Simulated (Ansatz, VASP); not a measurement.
**One calculation of Mg3ZnTe4, two programs**

Contents of INCAR:

```
ALGO     = Normal         # electronic algorithm
EDIFF    = 1E-6           # SCF threshold, eV
ENCUT    = 520            # plane-wave cutoff, eV
GGA      = PE             # functional
ISIF     = 2              # what is computed and relaxed
ISMEAR   = 0              # smearing method
LASPH    = T              # aspherical terms in the spheres
LCHARG   = T              # write CHGCAR
LELF     = T              # ELF
LREAL    = F              # projectors in reciprocal space
LVHAR    = T            
LWAVE    = F              # write WAVECAR
NBANDS   = 31             # bands
NELM     = 80             # most SCF steps
PREC     = Accurate       # precision mode
SIGMA    = 0.1            # smearing width, eV
```

KPOINTS

```
k-points
0
Gamma
  2 2 2
```

File POSCAR:

```
Mg3ZnTe4
1.0
    6.4290019000      0.0000000000      0.0000000000
    0.0000000000      6.4290019000      0.0000000000
    0.0000000000      0.0000000000      6.4290019000
Mg Zn Te
3 1 4
Direct
    0.5000000000      0.0000000000      0.0000000000
    0.0000000000      0.0000000000      0.5000000000
    0.0000000000      0.5000000000      0.0000000000
    0.5000000000      0.5000000000      0.5000000000
    0.2572670000      0.7427330000      0.2572670000
    0.2572670000      0.2572670000      0.7427330000
    0.7427330000      0.7427330000      0.7427330000
    0.7427330000      0.2572670000      0.2572670000
```

Input for Ansatz:

```yaml
crystal:
  lattice:
    - [6.4290019, 0.0, 0.0]
    - [0.0, 6.4290019, 0.0]
    - [0.0, 0.0, 6.4290019]
  atoms:
    - { symbol: Mg, position: [0.5, 0.0, 0.0] }
    - { symbol: Mg, position: [0.0, 0.0, 0.5] }
    - { symbol: Mg, position: [0.0, 0.5, 0.0] }
    - { symbol: Zn, position: [0.5, 0.5, 0.5] }
    - { symbol: Te, position: [0.257267, 0.742733, 0.257267] }
    - { symbol: Te, position: [0.257267, 0.257267, 0.742733] }
    - { symbol: Te, position: [0.742733, 0.742733, 0.742733] }
    - { symbol: Te, position: [0.742733, 0.257267, 0.257267] }
basis:
  ecutwfc: 420
kpoints:
  mp_grid: { grid: [2, 2, 2] }
hamiltonian:
  xc: pbe
scf:
  occupations: { method: gaussian, width: 0.1 }
  lower_state_search: "off"
output:
  forces: true
  stress: true
  eigenvalues: true
```

Alike in both runs: task single point; functional PBE; k mesh 2 × 2 × 2; occupations gaussian, width 0.1 eV; no spin polarisation.

|  | VASP | Ansatz |
| --- | --- | --- |
| version | VASP 6.6.1 | Ansatz 0.2.0 |
| potentials or method | VASP PAW PBE potentials, release 64 (Mg, Zn, Te), cutoff 520 eV | scalar-relativistic, plane waves, PAW |
| valence electrons in the cell | 42 | 106 |

```csv
,VASP,Ansatz,Ansatz less VASP
gap on the k mesh at the Fermi level (eV),1.79,1.80,+0.007
least direct gap on the mesh (eV),1.79,1.80,+0.007
pressure (GPa),0.1,0.1,0.00
rms of the force components (eV/Å),0.000,0.004,+0.0036
```

Atom by atom the forces differ by 0.004 eV/Å (rms over components). VASP's potentials hold 42 valence electrons a cell and Ansatz's 106, so a difference there can come from the potentials and not from the codes.

The k mesh is coarse, so the values compare programs but aren't converged. Spin-orbit coupling is off throughout.
